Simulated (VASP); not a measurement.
# TiO2 (R-3m) in VASP: a series of runs

The runs below take TiO2 through single point, with PBE+D3(BJ)+U.

All numbers are computed with VASP 6.6.1; they aren't measurements. Logs are shortened: lines on timing, memory, paths and dates and some standing lists are left out, and cuts for length are marked.

### Step 1. The cell of the first run

The structure is trigonal, space group R-3m (No. 166). The conventional cell has a = 2.868 Å, b = 2.868 Å, c = 15.743 Å, α = 90.00°, β = 90.00°, γ = 120.00°. Within 2.6 Å of Ti (site symmetry -3m) lie 6 O at 1.95 Å. Within 2.7 Å of O (site symmetry 3m) lie 3 Ti at 1.95 Å and 3 O at 2.63 Å.

### Step 2. Single point, PBE+D3(BJ)+U

INCAR

```
SYSTEM = TiO2
ALGO = Normal ; EDIFF = 1E-6
ENCUT = 520 ; GGA = PE
ISIF = 2 ; ISMEAR = 0
IVDW = 12 ; LASPH = .TRUE.
LCHARG = .FALSE. ; LDAU = .TRUE.
LDAUJ = 0 0 ; LDAUL = 2 -1
LDAUPRINT = 1 ; LDAUTYPE = 2
LDAUU = 4 0 ; LMAXMIX = 4
LREAL = .FALSE. ; LWAVE = .FALSE.
NBANDS = 19 ; NELM = 150
PREC = Accurate ; SIGMA = 0.05
```

KPOINTS

```
k-points
0
G
  9 9 9
  0 0 0
```

POSCAR

```
TiO2
1.0
    1.4338500000      0.8278336835      5.2476666667
   -1.4338500000      0.8278336835      5.2476666667
    0.0000000000     -1.6556673670      5.2476666667
Ti O
1 2
Direct
    0.0000000000      0.0000000000      0.0000000000
    0.6017580785      0.6017580785      0.6017580785
    0.3982419215      0.3982419215      0.3982419215
```

Potentials or basis: VASP PAW PBE potentials, release 64 (Ti_sv, O).

Launch:

```console
$ cat potpaw_PBE.64/Ti_sv/POTCAR potpaw_PBE.64/O/POTCAR > POTCAR
$ mpirun -np 1 vasp_std > vasp.out
```

OUTCAR:

```text
SYSTEM = TiO2
   EDIFF = 1E-6
   ENCUT = 520
   GGA = PE
   ISIF = 2
   ISMEAR = 0
   IVDW = 12
   LASPH = .TRUE.
   LREAL = .FALSE.
   NELM = 150
   PREC = Accurate
 IVDW          = 12

 ion  position               nearest neighbor table
   1  0.000  0.000  0.000-   2 1.95   2 1.95   3 1.95   3 1.95   2 1.95   3 1.95
   2  0.602  0.602  0.602-   1 1.95   1 1.95   1 1.95
   3  0.398  0.398  0.398-   1 1.95   1 1.95   1 1.95

  LATTYP: Found a trigonal (rhomboedric) cell.
 ALAT       =     5.5026575284
 COS(alpha) =     0.8642022831

  Lattice vectors:

 A1 = (   1.4338500000,   0.8278336835,   5.2476666667)
 A2 = (  -1.4338500000,   0.8278336835,   5.2476666667)
 A3 = (   0.0000000000,  -1.6556673670,   5.2476666667)

Analysis of symmetry for initial positions (statically):
=====================================================================
 Subroutine PRICEL returns:
 Original cell was already a primitive cell.

 Routine SETGRP: Setting up the symmetry group for a
 trigonal (rhombohedral) supercell.

 Subroutine GETGRP returns: Found 12 space group operations
 (whereof 12 operations were pure point group operations)
 out of a pool of 12 trial point group operations.

The static configuration has the point symmetry D_3d.

Analysis of symmetry for dynamics (positions and initial velocities):
=====================================================================
 Subroutine PRICEL returns:
 Original cell was already a primitive cell.

 Routine SETGRP: Setting up the symmetry group for a
 trigonal (rhombohedral) supercell.

 Subroutine GETGRP returns: Found 12 space group operations
 (whereof 12 operations were pure point group operations)
 out of a pool of 12 trial point group operations.

The dynamic configuration has the point symmetry D_3d.

 Subroutine INISYM returns: Found 12 space group operations
 (whereof 12 operations are pure point group operations),
 and found     1 'primitive' translations

----------------------------------------------------------------------------------------

                                     Primitive cell

  volume of cell :      37.3735

  direct lattice vectors                    reciprocal lattice vectors
     1.433850000  0.827833683  5.247666667     0.348711511  0.201328685  0.063520295
    -1.433850000  0.827833683  5.247666667    -0.348711511  0.201328685  0.063520295
     0.000000000 -1.655667367  5.247666667     0.000000000 -0.402657369  0.063520295

  length of vectors
     5.502657528  5.502657528  5.502657528     0.407636830  0.407636830  0.407636830

  position of ions in fractional coordinates (direct lattice)
     0.000000000  0.000000000  0.000000000
     0.601758078  0.601758078  0.601758078
     0.398241922  0.398241922  0.398241922

  ion indices of the primitive-cell ions
   primitive index   ion index
                 1           1
                 2           2
                 3           3

----------------------------------------------------------------------------------------

 KPOINTS: k-points

Automatic generation of k-mesh.
 Grid dimensions read from file:
 generate k-points for:    9    9    9

 Generating k-lattice:

[... 43 lines left out ...]
   k-points           NKPTS =     85   k-points in BZ     NKDIM =     85   number of bands    NBANDS=     19
   number of dos      NEDOS =    301   number of ions     NIONS =      3
   total plane-waves  NPLWV =  74088
   dimension x,y,z NGX =    42 NGY =   42 NGZ =   42
   dimension x,y,z NGXF=    84 NGYF=   84 NGZF=   84
   ions per type =               1   2
   NGX,Y,Z   is equivalent  to a cutoff of  12.69, 12.69, 12.69 a.u.
   NGXF,Y,Z  is equivalent  to a cutoff of  25.38, 25.38, 25.38 a.u.
 SYSTEM =  TiO2
   PREC   = accura    normal or accurate (medium, high low for compatibility)
   ISTART =      0    job   : 0-new  1-cont  2-samecut
   ICHARG =      2    charge: 1-file 2-atom 10-const
   ISPIN  =      1    spin polarized calculation?
   LNONCOLLINEAR =      F non collinear calculations
   LSORBIT =      F    spin-orbit coupling
   LASPH  =      T    aspherical Exc in radial PAW
   ENCUT  =  520.0 eV  38.22 Ry    6.18 a.u.  10.23 10.23 10.23*2*pi/ulx,y,z
   NELM   =    150;   NELMIN=  2; NELMDL= -5     # of ELM steps
   EDIFF  = 0.1E-05   stopping-criterion for ELM
   LREAL  =      F    real-space projection
   EDIFFG = 0.1E-04   stopping-criterion for IOM
   NSW    =      0    number of steps for IOM
   IBRION =     -1    ionic relax: 0-MD 1-quasi-New 2-CG
   NFREE  =      0    steps in history (QN), initial steepest desc. (CG)
   ISIF   =      2    stress and relaxation
   ISYM   =      2    0-nonsym 1-usesym 2-fastsym
   POTIM  = 0.5000    time-step for ionic-motion
   TEBEG  =    0.0;   TEEND  =   0.0 temperature during run
   PSTRESS=    0.0 pullay stress
   NELECT =      24.0000    total number of electrons
   NUPDOWN=      -1.0000    fix difference up-down
   EMIN   =  10.00;   EMAX   =-10.00  energy-range for DOS
[... 16 lines left out ...]
   LHFCALC =     F    Hartree Fock is set to
   AEXX    =    0.0000 exact exchange contribution
   IVDW    =    12    specifies the selected vdW correction
   LEPSILON=     F    determine dielectric tensor
   LRPA    =     F    only Hartree local field effects (RPA)
 non-spin polarized calculation
 Gauss-broadening in eV      SIGMA  =   0.05
  energy-cutoff  :      520.00
  volume of cell :       37.37
 maximum number of plane-waves:      1027
 NGX is ok and might be reduce to    42
   NGX = 21   NGY = 21   NGZ = 21

atom =   1  type =  1  l = 2

 onsite density matrix

spin component  1

  0.1832 -0.0000 -0.0000 -0.0870  0.0000
 -0.0000  0.2034 -0.0000 -0.0000 -0.0870
 -0.0000 -0.0000  0.0986 -0.0000  0.0000
 -0.0870 -0.0000 -0.0000  0.2034  0.0000
  0.0000 -0.0870  0.0000  0.0000  0.1832

spin component  2

  0.1832 -0.0000 -0.0000 -0.0870  0.0000
 -0.0000  0.2034 -0.0000 -0.0000 -0.0870
 -0.0000 -0.0000  0.0986 -0.0000  0.0000
 -0.0870 -0.0000 -0.0000  0.2034  0.0000
  0.0000 -0.0870  0.0000  0.0000  0.1832

 occupancies and eigenvectors

  o =  0.0986  v =  0.0000 -0.0000  1.0000 -0.0000 -0.0000  0.0000  0.0000  0.0000  0.0000  0.0000      0.0000  0.0000  0.0000  0.0000  0.0000  0.0000  0.0000  0.0000  0.0000  0.0000
  o =  0.0986  v =  0.0000  0.0000  0.0000  0.0000  0.0000  0.0000 -0.0000  1.0000 -0.0000 -0.0000      0.0000  0.0000  0.0000  0.0000  0.0000  0.0000  0.0000  0.0000  0.0000  0.0000
  o =  0.1057  v =  0.0000  0.0000  0.0000  0.0000  0.0000 -0.7468  0.0000 -0.0000 -0.6651  0.0000      0.0000  0.0000  0.0000  0.0000  0.0000  0.0000  0.0000  0.0000  0.0000  0.0000
  o =  0.1057  v = -0.7468  0.0000 -0.0000 -0.6651  0.0000  0.0000  0.0000  0.0000  0.0000  0.0000      0.0000  0.0000  0.0000  0.0000  0.0000  0.0000  0.0000  0.0000  0.0000  0.0000
  o =  0.1057  v =  0.0000  0.6651  0.0000  0.0000  0.7468  0.0000  0.0000  0.0000  0.0000  0.0000      0.0000  0.0000  0.0000  0.0000  0.0000  0.0000  0.0000  0.0000  0.0000  0.0000
  o =  0.1057  v =  0.0000  0.0000  0.0000  0.0000  0.0000  0.0000  0.6651  0.0000  0.0000  0.7468      0.0000  0.0000  0.0000  0.0000  0.0000  0.0000  0.0000  0.0000  0.0000  0.0000
  o =  0.2809  v =  0.6651  0.0000 -0.0000 -0.7468  0.0000  0.0000  0.0000  0.0000  0.0000  0.0000      0.0000  0.0000  0.0000  0.0000  0.0000  0.0000  0.0000  0.0000  0.0000  0.0000
  o =  0.2809  v =  0.0000  0.0000  0.0000  0.0000  0.0000  0.6651  0.0000 -0.0000 -0.7468  0.0000      0.0000  0.0000  0.0000  0.0000  0.0000  0.0000  0.0000  0.0000  0.0000  0.0000
  o =  0.2809  v =  0.0000  0.0000  0.0000  0.0000  0.0000  0.0000  0.7468 -0.0000 -0.0000 -0.6651      0.0000  0.0000  0.0000  0.0000  0.0000  0.0000  0.0000  0.0000  0.0000  0.0000
  o =  0.2809  v =  0.0000  0.7468 -0.0000 -0.0000 -0.6651  0.0000  0.0000  0.0000  0.0000  0.0000      0.0000  0.0000  0.0000  0.0000  0.0000  0.0000  0.0000  0.0000  0.0000  0.0000

 number of electron      24.0000000 magnetization

 Free energy of the ion-electron system (eV)
  ---------------------------------------------------
  ext. energy  EPLUGINS =         0.00000000
  ---------------------------------------------------
  free energy    TOTEN  =       -23.46911792 eV

  energy without entropy =      -23.46911792  energy(sigma->0) =      -23.46911792

 E-fermi :   2.4714     XC(G=0):  -9.9590

 val. band max:        2.1209872160   @ k =  -0.1111   0.1111   0.0000
 cond. band min:       5.4230651838   @ k =   0.4444   0.4444   0.0000
 fundamental gap:      3.3020779678
 Fermi energy:         2.4713660015

 k-point     1 :       0.0000    0.0000    0.0000
  band No.  band energies     occupation
      1     -54.9707      2.00000
      2     -31.2121      2.00000
      3     -30.8608      2.00000
      4     -30.8608      2.00000
      5     -15.6341      2.00000
      6     -13.7999      2.00000
[... 505 lines left out ...]
      6     -13.7918      2.00000
[... 11 lines left out ...]
     18      14.7185      0.00000
     19      15.2146      0.00000

 [... further k-points ...]

------------------------ aborting loop because EDIFF is reached ----------------------------------------

 Edisp (eV)   -0.59557

 E8    (eV) :    -0.2313

  FORCE on cell =-STRESS in cart. coord.  units (eV):
  Direction    XX          YY          ZZ          XY          YZ          ZX
  --------------------------------------------------------------------------------------
  -------------------------------------------------------------------------------------
  Total       5.88228     5.88228     0.22772     0.00000     0.00000     0.00000
  in kB     252.16936   252.16936     9.76236     0.00000     0.00000     0.00000
  external pressure =      171.37 kB  Pullay stress =        0.00 kB

 VOLUME and BASIS-vectors are now :
 -----------------------------------------------------------------------------
  energy-cutoff  :      520.00
  volume of cell :       37.37
      direct lattice vectors                 reciprocal lattice vectors
     1.433850000  0.827833683  5.247666667     0.348711511  0.201328685  0.063520295
    -1.433850000  0.827833683  5.247666667    -0.348711511  0.201328685  0.063520295
     0.000000000 -1.655667367  5.247666667     0.000000000 -0.402657369  0.063520295

 POSITION                                       TOTAL-FORCE (eV/Angst)
 -----------------------------------------------------------------------------------
      0.00000      0.00000      0.00000        -0.000000     -0.000000     -0.000000
      0.00000      0.00000      9.47348         0.000000     -0.000000     -0.317001
      0.00000      0.00000      6.26952         0.000000      0.000000      0.317001
 -----------------------------------------------------------------------------------
    total drift:                               -0.000000     -0.000000      0.000000

  FREE ENERGIE OF THE ION-ELECTRON SYSTEM (eV)
  ---------------------------------------------------
  free  energy   TOTEN  =       -24.0646889464 eV

  energy  without entropy=      -24.0646889464  energy(sigma->0) =      -24.06468895
```

Run time: 73 s. Hardware: 1 thread of Intel Xeon 6975P-C (Granite Rapids), shared host; peak memory 0.29 GiB.

What came out:

* Free energy: -24.0647 eV
* Pressure: 17.1 GPa
* Largest force: 0.317 eV/Å
* Band gap on the k mesh: 3.30 eV (least direct gap 3.60 eV)
* Dispersion energy per atom: -0.199 eV

Forces in eV/Å, atoms in the order of the input:
```
Ti   0.000  0.000  0.000
O    0.000  0.000 -0.317
O    0.000  0.000  0.317
```

Levels at points of the mesh, in eV from the valence-band top:
| k point | band 9 | band 10 | band 11 | band 12 | band 13 | band 14 | band 15 | band 16 |
| --- | --- | --- | --- | --- | --- | --- | --- | --- |
| (0.00, 0.00, 0.00) | -3.47 | -0.49 | -0.21 | -0.21 | 3.48 | 3.48 | 4.94 | 7.04 |

Eigenvalues of the final occupation matrices:
```
    site  spin  trace               eigenvalues
site 1 d     1   0.87  0.10 0.11 0.11 0.28 0.28
site 1 d     2   0.87  0.10 0.11 0.11 0.28 0.28
```

Caveat: the cell stands under pressure; an odd mesh through Γ misses points on the zone boundary, where band edges can lie.

### Step 3. Single point, PBE+D3(BJ)+U

This run uses another cell than the first one, of 12.53 Å³/atom.

INCAR

```
PREC = Accurate ; ENCUT = 520
EDIFF = 1E-7 ; ISMEAR = 0
SIGMA = 0.05 ; LREAL = F
LASPH = T ; NELM = 150
ALGO = Normal ; ISIF = 2
LWAVE = F ; LCHARG = F
LMAXMIX = 4 ; LDAU = T
LDAUTYPE = 2 ; LDAUL = 2 -1
LDAUU = 4 0 ; LDAUJ = 0 0
LDAUPRINT = 1 ; GGA = PE
IVDW = 12 ; NBANDS = 19
```

KPOINTS

```
Automatic mesh
0
Gamma
  9 9 9
```

POSCAR

```
TiO2
1.0
    1.6093500000      0.9291586557      4.1903000000
   -1.6093500000      0.9291586557      4.1903000000
    0.0000000000     -1.8583173115      4.1903000000
Ti O
1 2
Direct
    0.0000000000      0.0000000000      0.0000000000
    0.6017580785      0.6017580785      0.6017580785
    0.3982419215      0.3982419215      0.3982419215
```

Potentials or basis: VASP PAW PBE potentials, release 64 (Ti_sv, O).

Launch:

```console
$ cat potpaw_PBE.64/Ti_sv/POTCAR potpaw_PBE.64/O/POTCAR > POTCAR
$ mpirun -np 1 vasp_std > vasp.out
```

Run time: 46 s. Hardware: 1 thread of Intel Xeon 6975P-C (Granite Rapids), shared host; peak memory 0.23 GiB.

It converged, with:

```yaml
Free_energy: -23.8192 eV
Pressure: -7.0 GPa
Largest_force: 0.602 eV/Å
Band_gap_on_the_k_mesh: 2.15 eV (least direct gap 2.47 eV)
Dispersion_energy_per_atom: -0.201 eV
```

Forces in eV/Å, atoms in the order of the input:
```
Ti   0.000  0.000  0.000
O    0.000  0.000 -0.602
O    0.000  0.000  0.602
```

Stress tensor (GPa, compression positive):
```
-17.66   0.00   0.00
  0.00 -17.66   0.00
  0.00   0.00  14.21
```

Levels at points of the mesh, in eV from the valence-band top:
| k point | band 10 | band 11 | band 12 | band 13 | band 14 | band 15 |
| --- | --- | --- | --- | --- | --- | --- |
| (0.00, 0.00, 0.00) | -1.08 | -1.08 | -0.23 | 2.24 | 2.24 | 3.33 |

Eigenvalues of the final occupation matrices:
```tsv
site	spin	trace	eigenvalues
site 1 d	1	0.77	0.08 0.08 0.09 0.25 0.25
site 1 d	2	0.77	0.08 0.08 0.09 0.25 0.25
```

Caveat: the cell stands under tension; an odd mesh through Γ misses points on the zone boundary, where band edges can lie.

### Step 4. Single point, PBE+D3(BJ)+U

This run uses another cell than the first one, of 12.65 Å³/atom.

INCAR

```
PREC     = Accurate       # precision mode
ENCUT    = 520            # plane-wave cutoff, eV
EDIFF    = 1E-6           # SCF threshold, eV
ISMEAR   = 0              # smearing method
SIGMA    = 0.05           # smearing width, eV
LREAL    = F              # projectors in reciprocal space
LASPH    = T              # aspherical terms in the spheres
NELM     = 150            # most SCF steps
ALGO     = Normal         # electronic algorithm
ISIF     = 2              # what is computed and relaxed
LWAVE    = F              # write WAVECAR
LCHARG   = T              # write CHGCAR
LMAXMIX  = 4              # l up to which the mixer works
LDAU     = T              # DFT+U
LDAUTYPE = 2            
LDAUL    = 2 -1           # shell
LDAUU    = 4 0            # U, eV
LDAUJ    = 0 0          
LDAUPRINT= 1            
GGA      = PE             # functional
IVDW     = 12             # dispersion correction
LELF     = T              # ELF
LVHAR    = T            
NBANDS   = 19             # bands
```

KPOINTS

```
regular mesh
0
Gamma
  9 9 9
```

POSCAR

```
TiO2
1.0
    1.3987500000      0.8075686890      5.6001000000
   -1.3987500000      0.8075686890      5.6001000000
    0.0000000000     -1.6151373781      5.6001000000
Ti O
1 2
Direct
    0.0000000000      0.0000000000      0.0000000000
    0.6017580785      0.6017580785      0.6017580785
    0.3982419215      0.3982419215      0.3982419215
```

Launch:

```console
$ cat potpaw_PBE.64/Ti_sv/POTCAR potpaw_PBE.64/O/POTCAR > POTCAR
$ mpirun -np 1 vasp_std > vasp.out
```

It took 98 s on 1 thread of Intel Xeon 6975P-C (Granite Rapids), shared host; peak memory 0.33 GiB.

The run converged. Its results:

| Item | Value |
| --- | --- |
| Free energy | -23.6831 eV |
| Pressure | 19.4 GPa |
| Largest force | 0.539 eV/Å |
| Band gap on the k mesh | 2.98 eV (least direct gap 3.58 eV) |
| Dispersion energy per atom | -0.196 eV |

Forces on the atoms (eV/Å):
```
Ti   0.000  0.000  0.000
O    0.000  0.000  0.539
O    0.000  0.000 -0.539
```

Stress tensor (GPa, compression positive):
```
32.66  0.00  0.00
 0.00 32.66  0.00
 0.00  0.00 -7.14
```

Levels at points of the mesh, in eV from the valence-band top:
| k point | band 9 | band 10 | band 11 | band 12 | band 13 | band 14 | band 15 | band 16 |
| --- | --- | --- | --- | --- | --- | --- | --- | --- |
| (0.00, 0.00, 0.00) | -3.04 | -0.65 | -0.01 | -0.01 | 3.58 | 3.58 | 4.65 | 6.85 |

Eigenvalues of the final occupation matrices:
| site | spin | trace | eigenvalues |
| --- | --- | --- | --- |
| site 1 d | 1 | 0.89 | 0.10 0.11 0.11 0.28 0.28 |
| site 1 d | 2 | 0.89 | 0.10 0.11 0.11 0.28 0.28 |

Caveat: the cell stands under pressure; an odd mesh through Γ misses points on the zone boundary, where band edges can lie.

### Step 5. Single point, PBE+D3(BJ)+U

This run uses another cell than the first one, of 12.79 Å³/atom.

INCAR

```
SYSTEM = TiO2
ALGO = Normal
EDIFF = 1E-7
ENCUT = 520
GGA = PE
ISIF = 2
ISMEAR = 0
IVDW = 12
LASPH = .TRUE.
LCHARG = .TRUE.
LDAU = .TRUE.
LDAUJ = 0 0
LDAUL = 2 -1
LDAUPRINT = 1
LDAUTYPE = 2
LDAUU = 4 0
LELF = .TRUE.
LMAXMIX = 4
LREAL = .FALSE.
LVHAR = .TRUE.
LWAVE = .FALSE.
NBANDS = 19
NELM = 150
PREC = Accurate
SIGMA = 0.05
```

KPOINTS

```
k-points
0
G
  9 9 9
  0 0 0
```

POSCAR

```
TiO2
1.0
    1.5040433916      0.8683598570      4.8951988906
   -1.5040433916      0.8683598570      4.8951988906
    0.0000000000     -1.7367197141      4.8951988906
Ti O
1 2
Direct
    0.0000000000      0.0000000000      0.0000000000
    0.6017580785      0.6017580785      0.6017580785
    0.3982419215      0.3982419215      0.3982419215
```

Launch:

```console
$ cat potpaw_PBE.64/Ti_sv/POTCAR potpaw_PBE.64/O/POTCAR > POTCAR
$ mpirun -np 1 vasp_std > vasp.out
```

Run time: 66 s. Hardware: 1 thread of Intel Xeon 6975P-C (Granite Rapids), shared host; peak memory 0.27 GiB.

The run converged. Its results:

* Free energy: -24.3557 eV
* Pressure: 3.6 GPa
* Largest force: 0.391 eV/Å
* Band gap on the k mesh: 3.02 eV (least direct gap 3.32 eV)
* Dispersion energy per atom: -0.194 eV

Forces in eV/Å, atoms in the order of the input:
```
Ti   0.000  0.000  0.000
O    0.000  0.000 -0.391
O    0.000  0.000  0.391
```

Stress tensor (GPa, compression positive):
```
3.91 0.00 0.00
0.00 3.91 0.00
0.00 0.00 2.90
```

Levels at points of the mesh, in eV from the valence-band top:
```
           k point  band 8  band 9  band 10  band 11  band 12  band 13  band 14  band 15  band 16  band 17
(0.00, 0.00, 0.00)   -3.85   -3.85    -0.54    -0.54    -0.36     3.02     3.02     4.55     6.63     6.63
```

Eigenvalues of the final occupation matrices:
| site | spin | trace | eigenvalues |
| --- | --- | --- | --- |
| site 1 d | 1 | 0.82 | 0.09 0.09 0.09 0.27 0.27 |
| site 1 d | 2 | 0.82 | 0.09 0.09 0.09 0.27 0.27 |

Caveat: the cell stands under pressure; an odd mesh through Γ misses points on the zone boundary, where band edges can lie.

### Step 6. Overview

| cell | gap on the mesh (eV) | pressure (GPa) | largest force (eV/Å) |
| --- | --- | --- | --- |
| a = 5.503 Å, angles 30.2°, 3 atoms | 3.30 | 17.1 | 0.32 |
| a = 4.584 Å, angles 41.1°, 3 atoms | 2.15 | -7.0 | 0.60 |
| a = 5.828 Å, angles 27.8°, 3 atoms | 2.98 | 19.4 | 0.54 |
| a = 5.194 Å, angles 33.7°, 3 atoms | 3.02 | 3.6 | 0.39 |

Alike in all rows: task single point; level PBE+D3(BJ)+U; potentials or basis VASP PAW PBE potentials, release 64 (Ti_sv, O); no spin polarisation; Ti d U = 4.0 eV; k mesh 9 × 9 × 9; cutoff (eV) 520; smearing gaussian 0.05 eV.

Caveats: an odd mesh through Γ misses points on the zone boundary, where band edges can lie; the cell stands under pressure (at least some runs); the cell stands under tension (at least some runs).

Total energies depend on the potentials used, so only differences within one code and one set of settings carry meaning.
